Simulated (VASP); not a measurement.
Wanted: the native input for a VASP 6.6.1 run.

```yaml
Task: single point
Functional: r2SCAN
Potentials_or_basis: VASP PAW PBE potentials, release 64 (Cd, Se)
Cutoff: 520 eV
k_mesh: 6 × 6 × 4
Occupations: gaussian, width 0.05 eV
Spin: no spin polarisation
Dipole_correction: no
Further_INCAR_settings: ALGO = Normal; EDIFF = 1e-06; NBANDS = 26
```

CdSe:

```
CELL_PARAMETERS angstrom
4.08357 0.00000 0.00000
-2.04179 3.53648 0.00000
0.00000 0.00000 7.19058
ATOMIC_POSITIONS crystal
Cd 0.66667 0.33333 0.00000
Cd 0.33333 0.66667 0.50000
Se 0.66667 0.33333 0.37500
Se 0.33333 0.66667 0.87500
```

This cell differs from its parent crystal: strain -0.050 along x and y, +0.025 along z.

The input as run:

POSCAR

```
CdSe
1.0
    4.0835749185      0.0000000000      0.0000000000
   -2.0417874593      3.5364796177      0.0000000000
    0.0000000000      0.0000000000      7.1905800000
Cd Se
2 2
Direct
    0.6666666667      0.3333333333      0.0000000000
    0.3333333333      0.6666666667      0.5000000000
    0.6666666667      0.3333333333      0.3750000000
    0.3333333333      0.6666666667      0.8750000000
```

INCAR.step1

```
SYSTEM = CdSe
  ALGO = Normal
  EDIFF = 1E-4
  ENCUT = 520
  GGA = PE
  ISMEAR = 0
  LASPH = .TRUE.
  LCHARG = .FALSE.
  LREAL = .FALSE.
  LWAVE = .TRUE.
  NBANDS = 26
  NELM = 100
  PREC = Accurate
  SIGMA = 0.05
```

INCAR.step2

```
SYSTEM = CdSe
  ALGO = Normal
  EDIFF = 1E-6
  ENCUT = 520
  ISIF = 2
  ISMEAR = 0
  ISTART = 1
  LASPH = .TRUE.
  LCHARG = .TRUE.
  LELF = .TRUE.
  LMIXTAU = .TRUE.
  LREAL = .FALSE.
  LVHAR = .TRUE.
  LWAVE = .FALSE.
  METAGGA = R2SCAN
  NBANDS = 26
  NELM = 100
  PREC = Accurate
  SIGMA = 0.05
```

KPOINTS

```
k-points
0
G
  6 6 4
  0 0 0
```

Potentials or basis: VASP PAW PBE potentials, release 64 (Cd, Se).

Run with:

```console
$ cat potpaw_PBE.64/Cd/POTCAR potpaw_PBE.64/Se/POTCAR > POTCAR
$ cp INCAR.step1 INCAR
$ mpirun -np 1 vasp_std > vasp.out
$ cp INCAR.step2 INCAR
$ mpirun -np 1 vasp_std > vasp.out
```

Results of the run:

| Item | Value |
| --- | --- |
| Pressure | 7.9 GPa |
| Largest force | 0.742 eV/Å |
| Band gap on the k mesh | 1.16 eV, direct |

Caveat: the cell differs from its parent crystal (strain -0.050 along x and y, +0.025 along z); the PAW data sets were made with another functional, which shifts forces and pressure a little.

Wall time 3 min on 1 thread of Intel(R) Xeon(R) Platinum 8259CL CPU @ 2.50GHz (Skylake/Cascade Lake), on a shared host, peak memory 0.24 GiB.
